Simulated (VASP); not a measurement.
# MgO3 (P6_3/mmc) in VASP: relaxation of cell and atoms with PBE

Aim: the relaxation of cell and atoms of MgO3 with PBE.

Program: VASP 6.6.1. These are calculated values, not measurements. Logs are shortened: lines on timing, memory, paths and dates and some standing lists are left out, and cuts for length are marked.

## Step 1: The cell of the first run

It takes space group P6_3/mmc (No. 194, hexagonal). The conventional cell has a = 4.939 Å, b = 4.939 Å, c = 3.965 Å, α = 90.00°, β = 90.00°, γ = 120.00°. Mg (site symmetry -6m2) has 12 O at 2.44 to 2.47 Å within 3.2 Å. Within 3.2 Å of O (site symmetry mm2) lie 4 Mg at 2.44 to 2.47 Å and 8 O at 2.44 to 2.47 Å.

## Step 2: Relaxation of cell and atoms, PBE, collinear spin, ferromagnetic start

The input, INCAR:

```
ALGO = Normal
EDIFF = 1E-7
EDIFFG = -0.04
ENCUT = 600
GGA = PE
IBRION = 2
ISIF = 3
ISMEAR = 0
ISPIN = 2
LASPH = T
LCHARG = F
LORBIT = 11
LREAL = F
LWAVE = F
MAGMOM = 0 0 1.45 1.45 1.45 1.45 1.45 1.45
NELM = 150
NSW = 90
PREC = Accurate
SIGMA = 0.1
```

The input, KPOINTS:

```
k-points
0
Gamma
  6 6 4
```

The input, POSCAR:

```
MgO3
1.0
    4.9394266828      0.0000000000      0.0000000000
   -2.4697133414      4.2776689874      0.0000000000
    0.0000000000      0.0000000000      3.9646520285
Mg O
2 6
Direct
    0.3333333333      0.6666666667      0.2500000000
    0.6666666667      0.3333333333      0.7500000000
    0.8330000000      0.6660000000      0.2500000000
    0.1670000000      0.8330000000      0.7500000000
    0.3340000000      0.1670000000      0.2500000000
    0.1670000000      0.3340000000      0.7500000000
    0.8330000000      0.1670000000      0.2500000000
    0.6660000000      0.8330000000      0.7500000000
```

Potentials or basis: VASP PAW PBE potentials, release 64 (Mg, O).

Run with:

```bash
$ cat potpaw_PBE.64/Mg/POTCAR potpaw_PBE.64/O/POTCAR > POTCAR
$ mpirun -np 1 vasp_std > vasp.out
```

OUTCAR:

```text
EDIFF = 1E-7
   EDIFFG = -0.04
   ENCUT = 600
   GGA = PE
   IBRION = 2
   ISIF = 3
   ISMEAR = 0
   ISPIN = 2
   LASPH = T
   LORBIT = 11
   LREAL = F
   NELM = 150
   NSW = 90
   PREC = Accurate

 ion  position               nearest neighbor table
   1  0.333  0.667  0.250-   4 2.44   4 2.44   6 2.44   6 2.44   8 2.44   8 2.44   5 2.47   3 2.47
                             7 2.47   7 2.47   5 2.47   3 2.47   2 3.47   2 3.47   2 3.47   2 3.47
   2  0.667  0.333  0.750-   7 2.44   7 2.44   3 2.44   3 2.44   5 2.44   5 2.44   8 2.47   6 2.47
                             4 2.47   4 2.47   8 2.47   6 2.47   1 3.47   1 3.47   1 3.47   1 3.47
   3  0.833  0.666  0.250-   2 2.44   2 2.44   1 2.47   1 2.47
   4  0.167  0.833  0.750-   1 2.44   1 2.44   2 2.47   2 2.47
   5  0.334  0.167  0.250-   2 2.44   2 2.44   1 2.47   1 2.47
   6  0.167  0.334  0.750-   1 2.44   1 2.44   2 2.47   2 2.47
   7  0.833  0.167  0.250-   2 2.44   2 2.44   1 2.47   1 2.47
   8  0.666  0.833  0.750-   1 2.44   1 2.44   2 2.47   2 2.47

  LATTYP: Found a hexagonal cell.
 ALAT       =     4.9394266828
 C/A-ratio  =     0.8026542923

  Lattice vectors:

 A1 = (   4.9394266828,   0.0000000000,   0.0000000000)
 A2 = (  -2.4697133414,   4.2776689874,   0.0000000000)
 A3 = (   0.0000000000,   0.0000000000,   3.9646520285)

Analysis of symmetry for initial positions (statically):
=====================================================================
 Subroutine PRICEL returns:
 Original cell was already a primitive cell.

 Routine SETGRP: Setting up the symmetry group for a
 hexagonal supercell.

 Subroutine GETGRP returns: Found 24 space group operations
 (whereof 12 operations were pure point group operations)
 out of a pool of 24 trial point group operations.

The static configuration has the point symmetry D_3d.
 The point group associated with its full space group is D_6h.

Analysis of symmetry for dynamics (positions and initial velocities):
=====================================================================
 Subroutine PRICEL returns:
 Original cell was already a primitive cell.

 Routine SETGRP: Setting up the symmetry group for a
 hexagonal supercell.

 Subroutine GETGRP returns: Found 24 space group operations
 (whereof 12 operations were pure point group operations)
 out of a pool of 24 trial point group operations.

The dynamic configuration has the point symmetry D_3d.
 The point group associated with its full space group is D_6h.

Analysis of structural, dynamic, and magnetic symmetry:
=====================================================================
 Subroutine PRICEL returns:
 Original cell was already a primitive cell.

 Routine SETGRP: Setting up the symmetry group for a
 hexagonal supercell.

 Subroutine GETGRP returns: Found 24 space group operations
 (whereof 12 operations were pure point group operations)
 out of a pool of 24 trial point group operations.

The overall configuration has the point symmetry D_3d.
 The point group associated with its full space group is D_6h.

 Subroutine INISYM returns: Found 24 space group operations
 (whereof 12 operations are pure point group operations),
 and found     1 'primitive' translations

----------------------------------------------------------------------------------------

                                     Primitive cell

  volume of cell :      83.7701

  direct lattice vectors                    reciprocal lattice vectors
     4.939426683  0.000000000  0.000000000     0.202452646  0.116886089  0.000000000
    -2.469713341  4.277668987  0.000000000     0.000000000  0.233772179  0.000000000
     0.000000000  0.000000000  3.964652029     0.000000000  0.000000000  0.252228945

  length of vectors
     4.939426683  4.939426683  3.964652029     0.233772179  0.233772179  0.252228945

  position of ions in fractional coordinates (direct lattice)
     0.333333333  0.666666667  0.250000000
     0.666666667  0.333333333  0.750000000
     0.833000000  0.666000000  0.250000000
     0.167000000  0.833000000  0.750000000
     0.334000000  0.167000000  0.250000000
     0.167000000  0.334000000  0.750000000
     0.833000000  0.167000000  0.250000000
     0.666000000  0.833000000  0.750000000

  ion indices of the primitive-cell ions
   primitive index   ion index
                 1           1
                 2           2
                 3           3
                 4           4
                 5           5
                 6           6
                 7           7
                 8           8

----------------------------------------------------------------------------------------

 KPOINTS: k-points

Automatic generation of k-mesh.
 Grid dimensions read from file:
 generate k-points for:    6    6    4

 Generating k-lattice:

  Cartesian coordinates                     Fractional coordinates (reciprocal lattice)
     0.033742108  0.019481015  0.000000000     0.166666667 -0.000000000  0.000000000
     0.000000000  0.038962030  0.000000000     0.000000000  0.166666667  0.000000000
     0.000000000  0.000000000  0.063057236     0.000000000  0.000000000  0.250000000

  Length of vectors
     0.038962030  0.038962030  0.063057236

  Shift w.r.t. Gamma in fractional coordinates (k-lattice)
     0.000000000  0.000000000  0.000000000

 Subroutine IBZKPT returns following result:
 ===========================================

 Found     21 irreducible k-points:

 Following reciprocal coordinates:
            Coordinates               Weight
  0.000000  0.000000  0.000000      1.000000
  0.166667  0.000000  0.000000      6.000000
  0.333333  0.000000  0.000000      6.000000
  0.500000  0.000000  0.000000      3.000000
  0.166667  0.166667  0.000000      6.000000
  0.333333  0.166667  0.000000     12.000000
[... 13 lines left out ...]
  0.333333  0.166667  0.500000     12.000000
  0.333333  0.333333  0.500000      2.000000
   k-points           NKPTS =     21   k-points in BZ     NKDIM =     21   number of bands    NBANDS=     29
   number of dos      NEDOS =    301   number of ions     NIONS =      8
   total plane-waves  NPLWV =  51200
   dimension x,y,z NGX =    40 NGY =   40 NGZ =   32
   dimension x,y,z NGXF=    80 NGYF=   80 NGZF=   64
   ions per type =               2   6
   NGX,Y,Z   is equivalent  to a cutoff of  13.46, 13.46, 13.42 a.u.
   NGXF,Y,Z  is equivalent  to a cutoff of  26.93, 26.93, 26.84 a.u.
 SYSTEM =  unknown system
   PREC   = accura    normal or accurate (medium, high low for compatibility)
   ISTART =      0    job   : 0-new  1-cont  2-samecut
   ICHARG =      2    charge: 1-file 2-atom 10-const
   ISPIN  =      2    spin polarized calculation?
   LNONCOLLINEAR =      F non collinear calculations
   LSORBIT =      F    spin-orbit coupling
   LASPH  =      T    aspherical Exc in radial PAW
   ENCUT  =  600.0 eV  44.10 Ry    6.64 a.u.   9.87  9.87  7.92*2*pi/ulx,y,z
   NELM   =    150;   NELMIN=  2; NELMDL= -5     # of ELM steps
   EDIFF  = 0.1E-06   stopping-criterion for ELM
   LREAL  =      F    real-space projection
   EDIFFG = -.4E-01   stopping-criterion for IOM
   NSW    =     90    number of steps for IOM
   IBRION =      2    ionic relax: 0-MD 1-quasi-New 2-CG
   NFREE  =      1    steps in history (QN), initial steepest desc. (CG)
   ISIF   =      3    stress and relaxation
   ISYM   =      2    0-nonsym 1-usesym 2-fastsym
   POTIM  = 0.5000    time-step for ionic-motion
   TEBEG  =    0.0;   TEEND  =   0.0 temperature during run
   PSTRESS=    0.0 pullay stress
   NELECT =      40.0000    total number of electrons
   NUPDOWN=      -1.0000    fix difference up-down
   EMIN   =  10.00;   EMAX   =-10.00  energy-range for DOS
   EFERMI =   0.00;   METHOD = LEGACY
   ISMEAR =     0;   SIGMA  =   0.10  broadening in eV -4-tet -1-fermi 0-gaus
   EFERMI_NEDOS =   21; number of points for ismear=-14 and -15
   IALGO  =     38    algorithm
   IMIX   =      4    mixing-type and parameters
     AMIX     =   0.40;   BMIX     =  1.00
     AMIX_MAG =   1.60;   BMIX_MAG =  1.00
  volume/ion in A,a.u.               =      10.47        70.66
  Fermi-wavevector in a.u.,A,eV,Ry     =   1.279573  2.418043 22.276932  1.637308
  Thomas-Fermi vector in A             =   2.412051
   LORBIT       =     11    0 simple, 1 ext, 2 COOP (PROOUT), +10 PAW based schemes
   GGA     = PE    functional components
   LHFCALC =     F    Hartree Fock is set to
   AEXX    =    0.0000 exact exchange contribution
   IVDW    =     0    specifies the selected vdW correction
   LEPSILON=     F    determine dielectric tensor
   LRPA    =     F    only Hartree local field effects (RPA)
 conjugate gradient relaxation of ions
 spin polarized calculation
 Gauss-broadening in eV      SIGMA  =   0.10
  energy-cutoff  :      600.00
  volume of cell :       83.77
 maximum number of plane-waves:      2838
 NGX is ok and might be reduce to    40
   NGX = 19   NGY = 19   NGZ = 15

--------------------------------------- Ionic step        1  -------------------------------------------

 number of electron      39.9999997 magnetization       7.9999967

 Free energy of the ion-electron system (eV)
  ---------------------------------------------------
  ext. energy  EPLUGINS =         0.00000000
  ---------------------------------------------------
  free energy    TOTEN  =       -33.13757193 eV

  energy without entropy =      -33.12854065  energy(sigma->0) =      -33.13305629

------------------------ aborting loop because EDIFF is reached ----------------------------------------

  FORCE on cell =-STRESS in cart. coord.  units (eV):
  Direction    XX          YY          ZZ          XY          YZ          ZX
  --------------------------------------------------------------------------------------
  -------------------------------------------------------------------------------------
  Total       -4.3845157     -4.3845157     -2.9771032     -0.0000000     -0.0000000      0.0000000
  in kB      -83.8577917    -83.8577917    -56.9397658     -0.0000000     -0.0000000      0.0000000
  external PRESSURE =     -74.8851164 kB  Pullay stress =       0.0000000 kB
[... 4178 lines left out ...]
     28      10.4019      0.00000
     29      11.3698      0.00000

[... ionic steps 4 to 37 ...]

--------------------------------------- Ionic step       38  -------------------------------------------

 number of electron      40.0000007 magnetization       3.9999999

------------------------ aborting loop because EDIFF is reached ----------------------------------------

  FORCE on cell =-STRESS in cart. coord.  units (eV):
  Direction    XX          YY          ZZ          XY          YZ          ZX
  --------------------------------------------------------------------------------------
  -------------------------------------------------------------------------------------
  Total       -0.7342623     -0.7342623     -1.0353514     -0.0000000     -0.0000000      0.0000000
  in kB      -11.3674634    -11.3674634    -16.0287667     -0.0000000     -0.0000000      0.0000000
  external PRESSURE =     -12.9212312 kB  Pullay stress =       0.0000000 kB
[... 69 lines left out ...]
  energy  without entropy=      -34.3802004981  energy(sigma->0) =      -34.40419225

--------------------------------------- Ionic step       40  -------------------------------------------

 number of electron      40.0000010 magnetization       4.0000000

 Free energy of the ion-electron system (eV)
  ---------------------------------------------------
  ext. energy  EPLUGINS =         0.00000000
  ---------------------------------------------------
  free energy    TOTEN  =       -34.43061847 eV

  energy without entropy =      -34.38289251  energy(sigma->0) =      -34.40675549

 E-fermi :   0.1287     XC(G=0):  -9.0775

 val. band max:        0.1231971611   @ k =   0.3333   0.3333   0.5000
 cond. band min:       0.1296000988   @ k =   0.1667   0.1667   0.5000
 fundamental gap:      0.0064029377
 Fermi energy:         0.1286761184

 spin component 1

 k-point     1 :       0.0000    0.0000    0.0000
  band No.  band energies     occupation
      1     -20.1029      1.00000
      2     -19.4829      1.00000
      3     -16.6133      1.00000
      4     -16.6133      1.00000
      5     -16.4571      1.00000
      6     -16.4571      1.00000
[... 1025 lines left out ...]
      5     -15.2426      1.00000
      6     -15.1502      1.00000
[... 14 lines left out ...]
     21       1.3737      0.00000
     22       1.6706      0
```

Run time: 28 min. Hardware: 1 thread of Intel Xeon 6975P-C (Granite Rapids), shared host; peak memory 0.33 GiB.

What came out:

| Property | Result |
| --- | --- |
| Free energy | -34.4306 eV |
| Relaxed volume | 12.70 Å³/atom |
| Relaxed cell | a = 5.800 Å, b = 5.800 Å, c = 3.487 Å, α = 90.00°, β = 90.00°, γ = 120.00° |
| Space group after relaxing (to 0.05 Å) | P6_3/mmc (No. 194) |
| Energy gained by relaxing | 161.6 meV/atom |
| Ionic steps | 40 |
| Pressure after relaxing | 0.0 GPa |
| Largest force after relaxing | 0.009 eV/Å |
| Band gap on the k mesh | zero (filled and empty bands overlap) |
| Net moment | 4.00 μB per cell |
| Site moments | Mg -0.01; O +0.57 μB |
| Valence electrons inside the program's atomic spheres | Mg 0.35; O 4.79 |

Forces in eV/Å, atoms in the order of the input:
```
Mg   0.000  0.000  0.000
Mg   0.000  0.000  0.000
O    0.000  0.009  0.000
O   -0.008  0.005  0.000
O   -0.008 -0.005  0.000
O    0.000 -0.009  0.000
O    0.008 -0.005  0.000
O    0.008  0.005  0.000
```

The path:
| step | energy change (eV) | largest force (eV/Å) | pressure (GPa) | volume (Å³) |
| --- | --- | --- | --- | --- |
| 1 | 0.0000 | 0.8043 | -7.49 | 83.77 |
| 2 | -0.3225 | 0.5545 | -0.74 | 77.97 |
| 3 | -0.3560 | 0.4371 | 3.04 | 75.60 |
| 4 | -0.4429 | 0.3080 | 2.17 | 76.62 |
| 5 | -0.5274 | 0.2161 | 1.01 | 78.22 |
| 6 | -0.6404 | 0.7023 | -5.46 | 81.48 |
| 7 | 0.5215 | 3.6604 | 6.81 | 88.25 |
| 8 | -0.7115 | 0.4122 | -4.59 | 82.33 |
| 9 | -0.7298 | 0.2009 | -3.97 | 83.03 |
| 10 | -0.6942 | 0.7035 | 1.62 | 81.44 |
| 11 | -0.7475 | 0.0843 | -1.99 | 82.39 |
| 12 | -0.7695 | 0.0465 | -0.98 | 81.25 |
| 13 | -0.7798 | 0.0002 | 0.32 | 79.93 |
| 14 | -0.7799 | 0.0048 | 0.44 | 79.81 |
| 15 | -0.7816 | 0.0537 | 0.16 | 80.04 |
| 16 | -0.7833 | 0.1616 | -0.43 | 80.55 |
| 17 | -0.7839 | 0.1663 | -0.43 | 80.59 |
| 18 | -0.7858 | 0.1802 | -0.43 | 80.71 |
| 19 | -0.7903 | 0.2074 | -0.42 | 80.96 |
| 20 | -0.8018 | 0.2568 | -0.37 | 81.46 |
| 21 | -0.8337 | 0.3383 | -0.28 | 82.42 |
| 22 | -0.9275 | 0.4671 | 0.22 | 84.22 |
| 23 | -1.0775 | 0.3304 | 3.42 | 87.28 |
| 24 | -1.0633 | 0.2580 | 4.59 | 87.91 |
| 25 | -1.0756 | 0.3023 | 3.88 | 87.54 |
| 26 | -1.0772 | 0.3011 | 3.91 | 87.71 |
| 27 | -1.0802 | 0.2962 | 3.99 | 88.22 |
| 28 | -1.0776 | 0.2822 | 4.23 | 89.24 |
| 29 | -1.0807 | 0.2916 | 4.06 | 88.55 |
| 30 | -1.0846 | 0.2961 | 3.98 | 88.68 |
| 31 | -1.0960 | 0.3092 | 3.71 | 89.07 |
| 32 | -1.1175 | 0.3338 | 3.18 | 89.85 |
| 33 | -1.1554 | 0.3765 | 2.15 | 91.44 |
| 34 | -1.2102 | 0.4446 | 0.26 | 94.67 |
| 35 | -1.2407 | 0.5409 | -2.88 | 101.35 |
| 36 | -1.2729 | 0.3355 | -2.17 | 102.36 |
| 37 | -1.2858 | 0.0898 | -1.36 | 103.41 |
| 38 | -1.2859 | 0.0694 | -1.29 | 103.49 |
| 39 | -1.2906 | 0.0357 | -0.76 | 102.65 |
| 40 | -1.2930 | 0.0093 | -0.03 | 101.57 |

Final structure:
```xyz
8
Lattice="5.7995 0.0000 0.0000 -2.8998 5.0225 0.0000 0.0000 0.0000 3.4869" Properties=species:S:1:pos:R:3 pbc="T T T"
Mg    0.0000    3.3484    0.8717
Mg    2.8998    1.6742    2.6152
O     2.8998    2.7941    0.8717
O    -0.9699    3.9083    2.6152
O     1.9299    1.1142    0.8717
O     0.0000    2.2284    2.6152
O     3.8697    1.1142    0.8717
O     0.9699    3.9083    2.6152
```

Levels at points of the mesh, in eV from the Fermi level:
Spin up:
| k point | band 19 | band 20 | band 21 | band 22 | band 23 | band 24 | band 25 | band 26 |
| --- | --- | --- | --- | --- | --- | --- | --- | --- |
| (0.00, 0.00, 0.00) | -1.08 | -0.17 | -0.17 | 0.19 | 0.19 | 0.23 | 5.31 | 7.48 |
| (0.50, 0.00, 0.00) | -0.75 | -0.74 | -0.67 | -0.09 | 0.08 | 0.39 | 6.52 | 7.23 |
| (0.00, 0.00, 0.50) | -0.42 | -0.42 | -0.05 | -0.05 | -0.05 | -0.05 | 9.24 | 9.24 |
| (0.50, 0.00, 0.50) | -0.29 | -0.29 | -0.06 | -0.06 | 0.07 | 0.07 | 9.87 | 9.87 |
Spin down:
```tsv
k point	band 16	band 17	band 18	band 19	band 20	band 21
(0.00, 0.00, 0.00)	-1.37	-1.12	-1.12	0.42	1.36	1.36
(0.50, 0.00, 0.00)	-1.55	-0.92	-0.80	0.63	0.72	0.88
(0.00, 0.00, 0.50)	-1.18	-1.18	-1.18	1.17	1.17	1.48
(0.50, 0.00, 0.50)	-1.93	-1.67	-1.67	1.26	1.26	1.41
```

Caveat: the k points lie up to 0.45 Å⁻¹ apart in the final cell; the volume moved by over 15 % at a fixed basis, so the end points are rough.
